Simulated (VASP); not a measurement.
The system is NiO.

```
Ni O
1.0
     2.94991    0.00000    0.00000
     1.47496    2.55470    0.00000
     1.47496    0.85157    2.40859
Ni O
1 1
Direct
  0.00000 0.00000 0.00000
  0.50000 0.50000 0.50000
```

Base run:

```yaml
Program: VASP 6.6.1
Functional: PBE
Potentials_or_basis: VASP PAW PBE potentials, release 64 (Ni, O)
Cutoff: 600 eV
k_mesh: 12 × 12 × 12
Occupations: fermi-dirac, width 0.1 eV
Spin: collinear spin, ferromagnetic start
Starting_moments: "[0.84, 0.11] μB"
Fixed_moment: 0.9 μB
```

Its results: pressure 0.0 GPa; site moments Ni +0.78; O +0.10 μB.

Problem. The run is repeated on the same cell with these changes: fixed moment from 0.9 μB to 0.6 μB; moments at the start from [0.84, 0.11] to [0.56, 0.07]. What comes out?

Solution. Pressure -1.0 GPa; site moments Ni +0.53; O +0.06 μB.

Caveats: the total moment is fixed, so each spin has its own Fermi level; a cell with one magnetic atom can't hold antiferromagnetic order, which such compounds often take.
